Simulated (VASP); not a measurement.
# Ca (I4/mmm) in VASP: single point with PBEsol

Aim: the single point of Ca with PBEsol.

Everything below comes from runs of VASP 6.6.1. Logs are shortened: lines on timing, memory, paths and dates and some standing lists are left out, and cuts for length are marked.

## 1. The cell of the first run

Symmetry: I4/mmm, No. 139, tetragonal system. Conventional cell: a = 4.665 Å, b = 4.665 Å, c = 9.781 Å, α = 90.00°, β = 90.00°, γ = 90.00°.

## 2. Single point, PBEsol

Input file INCAR:

```
SYSTEM = Ca
ALGO     = Normal         ! electronic algorithm
EDIFF    = 1E-6           ! SCF threshold, eV
ENCUT    = 520            ! plane-wave cutoff, eV
GGA      = PS             ! functional
ISIF     = 2              ! what is computed and relaxed
ISMEAR   = -1             ! smearing method
LASPH    = .TRUE.         ! aspherical terms in the spheres
LCHARG   = .FALSE.        ! write CHGCAR
LREAL    = .FALSE.        ! projectors in reciprocal space
LWAVE    = .FALSE.        ! write WAVECAR
NBANDS   = 11             ! bands
NELM     = 80             ! most SCF steps
PREC     = Accurate       ! precision mode
SIGMA    = 0.1            ! smearing width, eV
```

Input file KPOINTS:

```
k-points
0
G
  7 7 7
  0 0 0
```

Input file POSCAR:

```
Ca
1.0
   -2.3324430000      2.3324430000      4.8904960000
    2.3324430000     -2.3324430000      4.8904960000
    2.3324430000      2.3324430000     -4.8904960000
Ca
1
Direct
    0.0000000000      0.0000000000      0.0000000000
```

Potentials or basis: VASP PAW PBE potentials, release 64 (Ca_sv).

Command:

```sh
$ cat potpaw_PBE.64/Ca_sv/POTCAR > POTCAR
$ mpirun -np 1 vasp_std > vasp.out
```

OUTCAR:

```text
SYSTEM = Ca
   EDIFF = 1E-6
   ENCUT = 520
   GGA = PS
   ISIF = 2
   ISMEAR = -1
   LASPH = .TRUE.
   LREAL = .FALSE.
   NELM = 80
   PREC = Accurate

 ion  position               nearest neighbor table
   1  0.000  0.000  0.000-

  LATTYP: Found a body centered tetragonal cell.
 ALAT       =     4.6648860000
 C/A-ratio  =     2.0967269082

  Lattice vectors:

 A1 = (  -2.3324430000,   2.3324430000,   4.8904960000)
 A2 = (   2.3324430000,  -2.3324430000,   4.8904960000)
 A3 = (   2.3324430000,   2.3324430000,  -4.8904960000)

Analysis of symmetry for initial positions (statically):
=====================================================================
 Subroutine PRICEL returns:
 Original cell was already a primitive cell.

 Routine SETGRP: Setting up the symmetry group for a
 body centered tetragonal supercell.

 Subroutine GETGRP returns: Found 16 space group operations
 (whereof 16 operations were pure point group operations)
 out of a pool of 16 trial point group operations.

The static configuration has the point symmetry D_4h.

Analysis of symmetry for dynamics (positions and initial velocities):
=====================================================================
 Subroutine PRICEL returns:
 Original cell was already a primitive cell.

 Routine SETGRP: Setting up the symmetry group for a
 body centered tetragonal supercell.

 Subroutine GETGRP returns: Found 16 space group operations
 (whereof 16 operations were pure point group operations)
 out of a pool of 16 trial point group operations.

The dynamic configuration has the point symmetry D_4h.

 Subroutine INISYM returns: Found 16 space group operations
 (whereof 16 operations are pure point group operations),
 and found     1 'primitive' translations

----------------------------------------------------------------------------------------

                                     Primitive cell

  volume of cell :     106.4229

  direct lattice vectors                    reciprocal lattice vectors
    -2.332443000  2.332443000  4.890496000     0.000000000  0.214367511  0.102239118
     2.332443000 -2.332443000  4.890496000     0.214367511  0.000000000  0.102239118
     2.332443000  2.332443000 -4.890496000     0.214367511  0.214367511  0.000000000

  length of vectors
     5.898943280  5.898943280  5.898943280     0.237500036  0.237500036  0.303161441

  position of ions in fractional coordinates (direct lattice)
     0.000000000  0.000000000  0.000000000

  ion indices of the primitive-cell ions
   primitive index   ion index
                 1           1

----------------------------------------------------------------------------------------

 KPOINTS: k-points

Automatic generation of k-mesh.
 Grid dimensions read from file:
 generate k-points for:    7    7    7

 Generating k-lattice:

  Cartesian coordinates                     Fractional coordinates (reciprocal lattice)
     0.000000000  0.030623930  0.014605588     0.142857143  0.000000000  0.000000000
     0.030623930  0.000000000  0.014605588     0.000000000  0.142857143  0.000000000
     0.030623930  0.030623930  0.000000000     0.000000000  0.000000000  0.142857143

  Length of vectors
     0.033928577  0.033928577  0.043308777

  Shift w.r.t. Gamma in fractional coordinates (k-lattice)
     0.000000000  0.000000000  0.000000000

 Subroutine IBZKPT returns following result:
 ===========================================

 Found     40 irreducible k-points:

 Following reciprocal coordinates:
            Coordinates               Weight
  0.000000  0.000000  0.000000      1.000000
  0.142857  0.000000  0.000000      8.000000
  0.285714  0.000000 -0.000000      8.000000
  0.428571  0.000000 -0.000000      8.000000
  0.142857  0.142857  0.000000      8.000000
  0.285714  0.142857 -0.000000     16.000000
[... 16 lines left out ...]
 -0.142857  0.285714  0.142857      8.000000
 -0.428571  0.428571  0.142857      8.000000
 [... further k-points ...]
   k-points           NKPTS =     40   k-points in BZ     NKDIM =     40   number of bands    NBANDS=     11
   number of dos      NEDOS =    301   number of ions     NIONS =      1
   total plane-waves  NPLWV = 110592
   dimension x,y,z NGX =    48 NGY =   48 NGZ =   48
   dimension x,y,z NGXF=    96 NGYF=   96 NGZF=   96
   ions per type =               1
   NGX,Y,Z   is equivalent  to a cutoff of  13.53, 13.53, 13.53 a.u.
   NGXF,Y,Z  is equivalent  to a cutoff of  27.06, 27.06, 27.06 a.u.
 SYSTEM =  Ca
   PREC   = accura    normal or accurate (medium, high low for compatibility)
   ISTART =      0    job   : 0-new  1-cont  2-samecut
   ICHARG =      2    charge: 1-file 2-atom 10-const
   ISPIN  =      1    spin polarized calculation?
   LNONCOLLINEAR =      F non collinear calculations
   LSORBIT =      F    spin-orbit coupling
   LASPH  =      T    aspherical Exc in radial PAW
   ENCUT  =  520.0 eV  38.22 Ry    6.18 a.u.  10.97 10.97 10.97*2*pi/ulx,y,z
   NELM   =     80;   NELMIN=  2; NELMDL= -5     # of ELM steps
   EDIFF  = 0.1E-05   stopping-criterion for ELM
   LREAL  =      F    real-space projection
   EDIFFG = 0.1E-04   stopping-criterion for IOM
   NSW    =      0    number of steps for IOM
   IBRION =     -1    ionic relax: 0-MD 1-quasi-New 2-CG
   NFREE  =      0    steps in history (QN), initial steepest desc. (CG)
   ISIF   =      2    stress and relaxation
   ISYM   =      2    0-nonsym 1-usesym 2-fastsym
   POTIM  = 0.5000    time-step for ionic-motion
   TEBEG  =    0.0;   TEEND  =   0.0 temperature during run
   PSTRESS=    0.0 pullay stress
   NELECT =      10.0000    total number of electrons
   NUPDOWN=      -1.0000    fix difference up-down
   EMIN   =  10.00;   EMAX   =-10.00  energy-range for DOS
   EFERMI =   0.00;   METHOD = LEGACY
   ISMEAR =    -1;   SIGMA  =   0.10  broadening in eV -4-tet -1-fermi 0-gaus
   EFERMI_NEDOS =   21; number of points for ismear=-14 and -15
   IALGO  =     38    algorithm
   IMIX   =      4    mixing-type and parameters
     AMIX     =   0.40;   BMIX     =  1.00
     AMIX_MAG =   1.60;   BMIX_MAG =  1.00
  volume/ion in A,a.u.               =     106.42       718.18
  Fermi-wavevector in a.u.,A,eV,Ry     =   0.744269  1.406464  7.536758  0.553936
  Thomas-Fermi vector in A             =   1.839581
   LORBIT       =      0    0 simple, 1 ext, 2 COOP (PROOUT), +10 PAW based schemes
   GGA     = PS    functional components
   LHFCALC =     F    Hartree Fock is set to
   AEXX    =    0.0000 exact exchange contribution
   IVDW    =     0    specifies the selected vdW correction
   LEPSILON=     F    determine dielectric tensor
   LRPA    =     F    only Hartree local field effects (RPA)
 non-spin polarized calculation
  energy-cutoff  :      520.00
  volume of cell :      106.42
 maximum number of plane-waves:      2890
 NGX is ok and might be reduce to    48
   NGX = 21   NGY = 21   NGZ = 21

 number of electron      10.0000000 magnetization

 Free energy of the ion-electron system (eV)
  ---------------------------------------------------
  ext. energy  EPLUGINS =         0.00000000
  ---------------------------------------------------
  free energy    TOTEN  =        -0.91476345 eV

  energy without entropy =       -0.86043270  energy(sigma->0) =       -0.88759807

 E-fermi :  -0.6229     XC(G=0):  -5.3435

 val. band max:       -0.6264546770   @ k =  -0.1429   0.4286   0.1429
 cond. band min:      -0.6177373814   @ k =  -0.4286  -0.4286   0.2857
 fundamental gap:      0.0087172956
 Fermi energy:        -0.6229011068

 k-point     1 :       0.0000    0.0000    0.0000
  band No.  band energies     occupation
      1     -44.3525      2.00000
      2     -25.3838      2.00000
      3     -25.3316      2.00000
      4     -25.3316      2.00000
      5      -3.1535      2.00000
      6       0.0997      0.00145
      7       0.2997      0.00020
      8       0.8299      0.00000
      9       0.8299      0.00000
     10       1.1432      0.00000
     11       3.0708      0.00000

 k-point     2 :       0.1429    0.0000    0.0000
  band No.  band energies     occupation
      1     -44.3525      2.00000
      2     -25.3838      2.00000
      3     -25.3331      2.00000
      4     -25.3315      2.00000
      5      -2.9720      2.00000
      6       0.1211      0.00117
      7       0.3284      0.00015
      8       0.7150      0.00000
      9       0.8582      0.00000
     10       1.0713      0.00000
     11       2.8803      0.00000

 k-point     3 :       0.2857    0.0000   -0.0000
  band No.  band energies     occupation
      1     -44.3523      2.00000
      2     -25.3837      2.00000
      3     -25.3365      2.00000
      4     -25.3313      2.00000
      5      -2.4442      2.00000
      6       0.0691      0.00197
      7       0.2461      0.00034
      8       0.6973      0.00000
      9       0.8850      0.00000
     10       0.9629      0.00000
     11       2.0409      0.00000

 k-point     4 :       0.4286    0.0000   -0.0000
  band No.  band energies     occupation
      1     -44.3522      2.00000
      2     -25.3836      2.00000
      3     -25.3392      2.00000
      4     -25.3311      2.00000
      5      -1.6639      1.99994
      6      -0.4538      0.31126
      7       0.1242      0.00114
      8       0.7955      0.00000
      9       0.8102      0.00000
     10       1.0003      0.00000
     11       1.4047      0.00000
[... 239 lines left out ...]
 k-point    22 :      -0.2857    0.2857    0.1429
  band No.  band energies     occupation
      1     -44.3522      2.00000
      2     -25.3834      2.00000
      3     -25.3391      2.00000
      4     -25.3326      2.00000
      5      -1.7360      1.99997
      6       0.0148      0.00340
      7       0.0873      0.00165
      8       0.6783      0.00000
      9       0.8621      0.00000
     10       0.8713      0.00000
     11       1.6186      0.00000

 k-point    23 :      -0.1429    0.2857    0.1429
  band No.  band energies     occupation
      1     -44.3522      2.00000
      2     -25.3836      2.00000
      3     -25.3392      2.00000
      4     -25.3311      2.00000
      5      -1.8608      1.99999
      6      -0.1604      0.01942
      7       0.0961      0.00151
      8       0.7730      0.00000
      9       0.8074      0.00000
     10       0.9716      0.00000
     11       1.5276      0.00000

 k-point    24 :      -0.4286    0.4286    0.1429
  band No.  band energies     occupation
      1     -44.3521      2.00000
      2     -25.3833      2.00000
      3     -25.3389      2.00000
      4     -25.3360      2.00000
      5      -0.5266      0.55269
      6      -0.2708      0.05743
      7      -0.0983      0.01048
      8       0.6074      0.00001
      9       0.7622      0.00000
     10       0.7951      0.00000
     11       1.5140      0.00000

 [... further k-points ...]

------------------------ aborting loop because EDIFF is reached ----------------------------------------

  FORCE on cell =-STRESS in cart. coord.  units (eV):
  Direction    XX          YY          ZZ          XY          YZ          ZX
  --------------------------------------------------------------------------------------
  -------------------------------------------------------------------------------------
  Total       -1.5456882     -1.5456882     -1.3750316      0.0000000      0.0000000      0.0000000
  in kB      -23.2700594    -23.2700594    -20.7008548      0.0000000      0.0000000      0.0000000
  external PRESSURE =     -22.4136579 kB  Pullay stress =       0.0000000 kB

 VOLUME and BASIS-vectors are now :
 -----------------------------------------------------------------------------
  energy-cutoff  :      520.00
  volume of cell :      106.42
      direct lattice vectors                 reciprocal lattice vectors
    -2.332443000  2.332443000  4.890496000     0.000000000  0.214367511  0.102239118
     2.332443000 -2.332443000  4.890496000     0.214367511  0.000000000  0.102239118
     2.332443000  2.332443000 -4.890496000     0.214367511  0.214367511  0.000000000

 POSITION                                       TOTAL-FORCE (eV/Angst)
 -----------------------------------------------------------------------------------
      0.00000      0.00000      0.00000        -0.000000      0.000000      0.000000
 -----------------------------------------------------------------------------------
    total drift:                               -0.000000      0.000000      0.000000

  FREE ENERGIE OF THE ION-ELECTRON SYSTEM (eV)
  ---------------------------------------------------
  free  energy   TOTEN  =        -0.9147634461 eV

  energy  without entropy=       -0.8604327002  energy(sigma->0) =       -0.88759807
```

It took 51 s on 1 thread of Intel Xeon Platinum 8375C at 2.90GHz (Ice Lake), shared host; peak memory 0.31 GiB.

What came out:

| Item | Value |
| --- | --- |
| Free energy | -0.9148 eV |
| Pressure | -2.2 GPa |
| Band gap on the k mesh | zero (bands 5 and 6 overlap by 0.54 eV) |

Stress tensor (GPa, compression positive):
```
-2.33  0.00  0.00
 0.00 -2.33  0.00
 0.00  0.00 -2.07
```

Caveat: the PAW data sets were made with another functional, which shifts forces and pressure a little.
